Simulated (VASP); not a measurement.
# Y (Im-3m) in VASP: a series of runs

Runs on Y. Level: PBE. Tasks: relaxation of cell and atoms.

Program: VASP 6.6.1. These are calculated values, not measurements. Logs are shortened: lines on timing, memory, paths and dates and some standing lists are left out, and cuts for length are marked.

### Step 1. The cell of the first run

The structure is cubic, space group Im-3m (No. 229). The conventional cell has a = 4.040 Å, b = 4.040 Å, c = 4.040 Å, α = 90.00°, β = 90.00°, γ = 90.00°. Y (site symmetry m-3m) has 14 Y at 3.50 to 4.04 Å within 4.6 Å.

This isn't the form of Y at room conditions, which is hcp.

### Step 2. Relaxation of cell and atoms, PBE, target pressure 20 GPa, at which the enthalpy is minimised

Input file INCAR:

```
SYSTEM = Y
ALGO = Normal ; EDIFF = 1E-6
EDIFFG = -0.01 ; ENCUT = 600
GGA = PE ; IBRION = 2
ISIF = 3 ; ISMEAR = -1
LASPH = .True. ; LCHARG = .False.
LREAL = .False. ; LWAVE = .False.
NELM = 80 ; NSW = 80
PREC = Accurate ; PSTRESS = 200.0
SIGMA = 0.05
```

Input file KPOINTS:

```
k-points
0
Gamma
  6 6 6
  0 0 0
```

Input file POSCAR:

```
Y
1.0
    2.0200000000      2.0200000000      2.0200000000
   -2.0200000000      2.0200000000      2.0200000000
   -2.0200000000     -2.0200000000      2.0200000000
Y
1
Direct
    0.0000000000      0.0000000000      0.0000000000
```

Potentials or basis: VASP PAW PBE potentials, release 64 (Y_sv).

The run is started by

```sh
$ cat potpaw_PBE.64/Y_sv/POTCAR > POTCAR
$ mpirun -np 1 vasp_std > vasp.out
```

OUTCAR:

```text
SYSTEM = Y
   EDIFF = 1E-6
   EDIFFG = -0.01
   ENCUT = 600
   GGA = PE
   IBRION = 2
   ISIF = 3
   ISMEAR = -1
   LASPH = .True.
   LREAL = .False.
   NELM = 80
   NSW = 80
   PREC = Accurate
   PSTRESS = 200.0

 ion  position               nearest neighbor table
   1  0.000  0.000  0.000-

  LATTYP: Found a body centered cubic cell.
 ALAT       =     4.0400000000

  Lattice vectors:

 A1 = (   2.0200000000,  -2.0200000000,  -2.0200000000)
 A2 = (   2.0200000000,   2.0200000000,   2.0200000000)
 A3 = (  -2.0200000000,  -2.0200000000,   2.0200000000)

Analysis of symmetry for initial positions (statically):
=====================================================================
 Subroutine PRICEL returns:
 Original cell was already a primitive cell.

 Routine SETGRP: Setting up the symmetry group for a
 body centered cubic supercell.

 Subroutine GETGRP returns: Found 48 space group operations
 (whereof 48 operations were pure point group operations)
 out of a pool of 48 trial point group operations.

The static configuration has the point symmetry O_h .

Analysis of symmetry for dynamics (positions and initial velocities):
=====================================================================
 Subroutine PRICEL returns:
 Original cell was already a primitive cell.

 Routine SETGRP: Setting up the symmetry group for a
 body centered cubic supercell.

 Subroutine GETGRP returns: Found 48 space group operations
 (whereof 48 operations were pure point group operations)
 out of a pool of 48 trial point group operations.

The dynamic configuration has the point symmetry O_h .

 Subroutine INISYM returns: Found 48 space group operations
 (whereof 48 operations are pure point group operations),
 and found     1 'primitive' translations

----------------------------------------------------------------------------------------

                                     Primitive cell

  volume of cell :      32.9696

  direct lattice vectors                    reciprocal lattice vectors
     2.020000000  2.020000000  2.020000000     0.247524752  0.000000000  0.247524752
    -2.020000000  2.020000000  2.020000000    -0.247524752  0.247524752  0.000000000
    -2.020000000 -2.020000000  2.020000000     0.000000000 -0.247524752  0.247524752

  length of vectors
     3.498742631  3.498742631  3.498742631     0.350052862  0.350052862  0.350052862

  position of ions in fractional coordinates (direct lattice)
     0.000000000  0.000000000  0.000000000

  ion indices of the primitive-cell ions
   primitive index   ion index
                 1           1

----------------------------------------------------------------------------------------

 KPOINTS: k-points

Automatic generation of k-mesh.
 Grid dimensions read from file:
 generate k-points for:    6    6    6

 Generating k-lattice:

  Cartesian coordinates                     Fractional coordinates (reciprocal lattice)
     0.041254125  0.000000000  0.041254125     0.166666667  0.000000000  0.000000000
    -0.041254125  0.041254125  0.000000000     0.000000000  0.166666667  0.000000000
     0.000000000 -0.041254125  0.041254125     0.000000000  0.000000000  0.166666667

  Length of vectors
     0.058342144  0.058342144  0.058342144

  Shift w.r.t. Gamma in fractional coordinates (k-lattice)
     0.000000000  0.000000000  0.000000000

 Subroutine IBZKPT returns following result:
 ===========================================

 Found     16 irreducible k-points:

 Following reciprocal coordinates:
            Coordinates               Weight
  0.000000  0.000000  0.000000      1.000000
  0.166667  0.000000  0.000000     12.000000
  0.333333  0.000000  0.000000     12.000000
  0.500000  0.000000  0.000000      6.000000
  0.333333  0.166667  0.000000     24.000000
  0.500000  0.166667  0.000000     48.000000
[... 8 lines left out ...]
  0.500000  0.333333  0.333333     12.000000
  0.500000  0.500000  0.500000      1.000000
   k-points           NKPTS =     16   k-points in BZ     NKDIM =     16   number of bands    NBANDS=      9
   number of dos      NEDOS =    301   number of ions     NIONS =      1
   total plane-waves  NPLWV =  21952
   dimension x,y,z NGX =    28 NGY =   28 NGZ =   28
   dimension x,y,z NGXF=    56 NGYF=   56 NGZF=   56
   ions per type =               1
   NGX,Y,Z   is equivalent  to a cutoff of  13.30, 13.30, 13.30 a.u.
   NGXF,Y,Z  is equivalent  to a cutoff of  26.61, 26.61, 26.61 a.u.
 SYSTEM =  Y
   PREC   = accura    normal or accurate (medium, high low for compatibility)
   ISTART =      0    job   : 0-new  1-cont  2-samecut
   ICHARG =      2    charge: 1-file 2-atom 10-const
   ISPIN  =      1    spin polarized calculation?
   LNONCOLLINEAR =      F non collinear calculations
   LSORBIT =      F    spin-orbit coupling
   LASPH  =      T    aspherical Exc in radial PAW
   ENCUT  =  600.0 eV  44.10 Ry    6.64 a.u.   6.99  6.99  6.99*2*pi/ulx,y,z
   NELM   =     80;   NELMIN=  2; NELMDL= -5     # of ELM steps
   EDIFF  = 0.1E-05   stopping-criterion for ELM
   LREAL  =      F    real-space projection
   EDIFFG = -.1E-01   stopping-criterion for IOM
   NSW    =     80    number of steps for IOM
   IBRION =      2    ionic relax: 0-MD 1-quasi-New 2-CG
   NFREE  =      1    steps in history (QN), initial steepest desc. (CG)
   ISIF   =      3    stress and relaxation
   ISYM   =      2    0-nonsym 1-usesym 2-fastsym
   POTIM  = 0.5000    time-step for ionic-motion
   TEBEG  =    0.0;   TEEND  =   0.0 temperature during run
   PSTRESS=  200.0 pullay stress
   NELECT =      11.0000    total number of electrons
   NUPDOWN=      -1.0000    fix difference up-down
   EMIN   =  10.00;   EMAX   =-10.00  energy-range for DOS
   EFERMI =   0.00;   METHOD = LEGACY
   ISMEAR =    -1;   SIGMA  =   0.05  broadening in eV -4-tet -1-fermi 0-gaus
   EFERMI_NEDOS =   21; number of points for ismear=-14 and -15
   IALGO  =     38    algorithm
   IMIX   =      4    mixing-type and parameters
     AMIX     =   0.40;   BMIX     =  1.00
     AMIX_MAG =   1.60;   BMIX_MAG =  1.00
  volume/ion in A,a.u.               =      32.97       222.49
  Fermi-wavevector in a.u.,A,eV,Ry     =   1.135449  2.145688 17.541240  1.289245
  Thomas-Fermi vector in A             =   2.272154
   LORBIT       =      0    0 simple, 1 ext, 2 COOP (PROOUT), +10 PAW based schemes
   GGA     = PE    functional components
   LHFCALC =     F    Hartree Fock is set to
   AEXX    =    0.0000 exact exchange contribution
   IVDW    =     0    specifies the selected vdW correction
   LEPSILON=     F    determine dielectric tensor
   LRPA    =     F    only Hartree local field effects (RPA)
 conjugate gradient relaxation of ions
 non-spin polarized calculation
  energy-cutoff  :      600.00
  volume of cell :       32.97
 maximum number of plane-waves:      1144
   NGX = 13   NGY = 13   NGZ = 13

--------------------------------------- Ionic step        1  -------------------------------------------

 number of electron      11.0000001 magnetization

 Free energy of the ion-electron system (eV)
  ---------------------------------------------------
  ext. energy  EPLUGINS =         0.00000000
  ---------------------------------------------------
  free energy    TOTEN  =        -6.31468365 eV

  energy without entropy =       -6.28745517  energy(sigma->0) =       -6.30106941

 E-fermi :   3.1445     XC(G=0):  -9.4160

 val. band max:        3.0952622564   @ k =   0.5000   0.1667   0.1667
 cond. band min:       3.1921228320   @ k =   0.5000   0.1667   0.0000
 fundamental gap:      0.0968605756
 Fermi energy:         3.1445396917

 k-point     1 :       0.0000    0.0000    0.0000
  band No.  band energies     occupation
      1     -39.7489      2.00000
      2     -19.4477      2.00000
      3     -19.4477      2.00000
      4     -19.4477      2.00000
      5      -1.6914      2.00000
      6       4.7754      0.00000
      7       4.7754      0.00000
      8       4.7754      0.00000
      9       6.6860      0.00000

 k-point     2 :       0.1667    0.0000    0.0000
  band No.  band energies     occupation
      1     -39.7325      2.00000
      2     -19.5889      2.00000
      3     -19.4920      2.00000
      4     -19.4484      2.00000
      5      -1.0022      2.00000
      6       4.3192      0.00000
      7       4.4212      0.00000
      8       5.4579      0.00000
      9       6.2717      0.00000

 k-point     3 :       0.3333    0.0000    0.0000
  band No.  band energies     occupation
      1     -39.6995      2.00000
      2     -19.8589      2.00000
      3     -19.5792      2.00000
      4     -19.4498      2.00000
      5       0.5017      2.00000
      6       3.5966      0.00024
      7       3.6221      0.00014
      8       6.5387      0.00000
      9       6.9526      0.00000
[... 426 lines left out ...]
 VOLUME and BASIS-vectors are now :
 -----------------------------------------------------------------------------
  energy-cutoff  :      600.00
  volume of cell :       23.81
      direct lattice vectors                 reciprocal lattice vectors
     1.812305912  1.812305912  1.812305912     0.275891612  0.000000000  0.275891612
    -1.812305912  1.812305912  1.812305912    -0.275891612  0.275891612  0.000000000
    -1.812305912 -1.812305912  1.812305912     0.000000000 -0.275891612  0.275891612

 POSITION                                       TOTAL-FORCE (eV/Angst)
 -----------------------------------------------------------------------------------
     -1.81231      1.81231      1.81231         0.000000      0.000000      0.000000
 -----------------------------------------------------------------------------------
    total drift:                               -0.000000      0.000000      0.000000

  FREE ENERGIE OF THE ION-ELECTRON SYSTEM (eV)
  ---------------------------------------------------
  free  energy   TOTEN  =        -5.8558891671 eV

  energy  without entropy=       -5.8316248251  energy(sigma->0) =       -5.84375700

  enthalpy is  TOTEN    =        -2.8837172530 eV   P V=        2.9721719141

--------------------------------------- Ionic step        9  -------------------------------------------

 number of electron      11.0000000 magnetization

 Free energy of the ion-electron system (eV)
  ---------------------------------------------------
  ext. energy  EPLUGINS =         0.00000000
  ---------------------------------------------------
  free energy    TOTEN  =        -5.85448583 eV

  energy without entropy =       -5.83025456  energy(sigma->0) =       -5.84237019

 E-fermi :   4.8672     XC(G=0): -10.7523

 val. band max:        4.8500166498   @ k =   0.5000   0.1667   0.0000
 cond. band min:       4.9520552026   @ k =   0.3333   0.1667   0.1667
 fundamental gap:      0.1020385528
 Fermi energy:         4.8672312793

 k-point     1 :       0.0000    0.0000    0.0000
  band No.  band energies     occupation
      1     -37.3035      2.00000
      2     -16.5728      2.00000
      3     -16.5728      2.00000
      4     -16.5728      2.00000
      5      -0.2643      2.00000
      6       6.8928      0.00000
      7       6.8928      0.00000
      8       6.8928      0.00000
      9       9.5427      0.00000

 k-point     2 :       0.1667    0.0000    0.0000
  band No.  band energies     occupation
      1     -37.2412      2.00000
      2     -16.9813      2.00000
      3     -16.6905      2.00000
      4     -16.5781      2.00000
      5       0.7146      2.00000
      6       6.2019      0.00000
      7       6.3864      0.00000
      8       7.9066      0.00000
      9       8.9082      0.00000

 k-point     3 :       0.3333    0.0000    0.0000
  band No.  band energies     occupation
      1     -37.1139      2.00000
      2     -17.7249      2.00000
      3     -16.9167      2.00000
      4     -16.5892      2.00000
      5       2.2141      2.00000
      6       5.1661      0.00505
      7       5.9083      0.00000
      8       9.4735      0.00000
      9       9.9280      0.00000
[... 167 lines left out ...]
 VOLUME and BASIS-vectors are now :
 -----------------------------------------------------------------------------
  energy-cutoff  :      600.00
  volume of cell :       23.80
      direct lattice vectors                 reciprocal lattice vectors
     1.812019070  1.812019070  1.812019070     0.275935286  0.000000000  0.275935286
    -1.812019070  1.812019070  1.812019070    -0.275935286  0.275935286  0.000000000
    -1.812019070 -1.812019070  1.812019070     0.000000000 -0.275935286  0.275935286

 POSITION                                       TOTAL-FORCE (eV/Angst)
 -----------------------------------------------------------------------------------
     -0.00000     -0.00000      0.00000         0.000000      0.000000     -0.000000
 -----------------------------------------------------------------------------------
    total drift:                               -0.000000      0.000000     -0.000000

  FREE ENERGIE OF THE ION-ELECTRON SYSTEM (eV)
  ---------------------------------------------------
  free  energy   TOTEN  =        -5.8544858263 eV

  energy  without entropy=       -5.8302545636  energy(sigma->0) =       -5.84237019

  enthalpy is  TOTEN    =        -2.8837249435 eV   P V=        2.9707608828

 reached required accuracy - stopping structural energy minimisation
```

Run time: 82 s. Hardware: 1 thread of Intel Xeon 8259CL, shared host; peak memory 0.19 GiB.

What came out:

```yaml
Free_energy: -5.8545 eV
Relaxed_volume: 23.80 Å³/atom
Relaxed_cell: a = 3.139 Å, b = 3.139 Å, c = 3.139 Å, α = 70.53°, β = 109.47°, γ = 70.53°
Space_group_after_relaxing_to_0.1_Å: Im-3m (No. 229)
Energy_change_on_relaxing_the_run_minimises_the_enthalpy: +460.2 meV/atom
Ionic_steps: 9
Pressure_after_relaxing: 19.9 GPa
Band_gap_on_the_k_mesh: zero (an odd number of electrons rules out a gap without spin polarisation)
```

Step by step:
| step | energy change (eV) | largest force (eV/Å) | pressure (GPa) | volume (Å³) |
| --- | --- | --- | --- | --- |
| 1 | 0.0000 | 0.0000 | 0.11 | 32.97 |
| 2 | 2.1414 | 0.0000 | 66.79 | 17.04 |
| 3 | 0.3866 | 0.0000 | 17.54 | 24.43 |
| 4 | 0.4535 | 0.0000 | 19.71 | 23.85 |
| 5 | 0.4739 | 0.0000 | 20.42 | 23.69 |
| 6 | 0.4499 | 0.0000 | 19.59 | 23.88 |
| 7 | 0.4614 | 0.0000 | 20.12 | 23.79 |
| 8 | 0.4588 | 0.0000 | 19.86 | 23.81 |
| 9 | 0.4602 | 0.0000 | 19.94 | 23.80 |

Final structure:
```
Y
1.0
     1.81202    1.81202    1.81202
    -1.81202    1.81202    1.81202
    -1.81202   -1.81202    1.81202
Y
1
Direct
  0.00000 0.00000 0.00000
```

Caveat: the k points lie up to 0.41 Å⁻¹ apart in the final cell, too coarse for converged energies and pressures of a metal; the cell is relaxed towards a set pressure, so the run minimises the enthalpy, not the energy; the volume moved by over 15 % at a fixed basis, so the end points are rough.

### Step 3. Relaxation of cell and atoms, PBE, target pressure 40 GPa, at which the enthalpy is minimised

Input file INCAR:

```
SYSTEM = Y
PREC = Accurate ; ENCUT = 600
EDIFF = 1E-6 ; ISMEAR = -1
SIGMA = 0.05 ; LREAL = .FALSE.
LASPH = .TRUE. ; NELM = 80
ALGO = Normal ; ISIF = 3
LWAVE = .FALSE. ; LCHARG = .FALSE.
GGA = PE ; IBRION = 2
NSW = 80 ; EDIFFG = -0.01
PSTRESS = 400.0
```

Input file KPOINTS:

```
regular mesh
0
G
  6 6 6
  0 0 0
```

POSCAR is that of step 2.

Potentials or basis: VASP PAW PBE potentials, release 64 (Y_sv).

The run is started by

```sh
$ cat potpaw_PBE.64/Y_sv/POTCAR > POTCAR
$ mpirun -np 1 vasp_std > vasp.out
```

Wall time 2.6 min (1 thread of Intel Xeon 8259CL, shared host); peak memory 0.24 GiB.

It converged, with:

```
Free energy                                                : -5.2156 eV
Relaxed volume                                             : 20.26 Å³/atom
Relaxed cell                                               : a = 2.975 Å, b = 2.975 Å, c = 2.975 Å, α = 70.53°, β = 109.47°, γ = 70.53°
Space group after relaxing (to 0.1 Å)                      : Im-3m (No. 229)
Energy change on relaxing (the run minimises the enthalpy) : +1099.1 meV/atom
Ionic steps                                                : 22
Pressure after relaxing                                    : 39.9 GPa
Band gap on the k mesh                                     : zero (an odd number of electrons rules out a gap without spin polarisation)
```

Step by step:
```csv
step,energy change (eV),largest force (eV/Å),pressure (GPa),volume (Å³)
1,0.0000,0.0000,0.11,32.97
2,18.3954,0.0000,936.51,7.26
3,0.1800,0.0000,10.65,26.82
4,0.4516,0.0000,19.65,23.87
5,1.2018,0.0000,42.95,19.87
6,1.0965,0.0000,39.86,20.27
7,1.0965,0.0000,39.87,20.27
8,1.0966,0.0000,39.84,20.27
9,1.0966,0.0000,39.85,20.27
10,1.0966,0.0000,39.85,20.27
11,1.0966,0.0000,39.85,20.27
12,1.0966,0.0000,39.85,20.27
13,1.0966,0.0000,39.85,20.27
14,1.0966,0.0000,39.85,20.27
15,1.0966,0.0000,39.85,20.27
16,1.0966,0.0000,39.85,20.27
17,1.0966,0.0000,39.85,20.27
18,1.0967,0.0000,39.85,20.27
19,1.0969,0.0000,39.84,20.27
20,1.0972,0.0000,39.83,20.27
21,1.0978,0.0000,39.89,20.27
22,1.0991,0.0000,39.93,20.26
```

Final structure:
```
CELL_PARAMETERS angstrom
1.71745 1.71745 1.71745
-1.71745 1.71745 1.71745
-1.71745 -1.71745 1.71745
ATOMIC_POSITIONS crystal
Y 0.00000 0.00000 0.00000
```

Levels at points of the mesh, in eV from the Fermi level:
| k point | band 2 | band 3 | band 4 | band 5 | band 6 | band 7 | band 8 | band 9 |
| --- | --- | --- | --- | --- | --- | --- | --- | --- |
| (0.00, 0.00, 0.00) | -20.78 | -20.78 | -20.78 | -4.94 | 2.26 | 2.26 | 2.26 | 5.34 |
| (0.50, 0.00, 0.00) | -23.10 | -21.47 | -20.83 | -2.82 | -0.28 | 3.50 | 5.63 | 6.60 |
| (0.50, 0.50, 0.50) | -22.30 | -22.30 | -22.30 | -3.02 | -3.02 | 8.67 | 8.67 | 9.57 |

Caveat: the k points lie up to 0.43 Å⁻¹ apart in the final cell, too coarse for converged energies and pressures of a metal; the cell is relaxed towards a set pressure, so the run minimises the enthalpy, not the energy; the volume moved by over 15 % at a fixed basis, so the end points are rough.
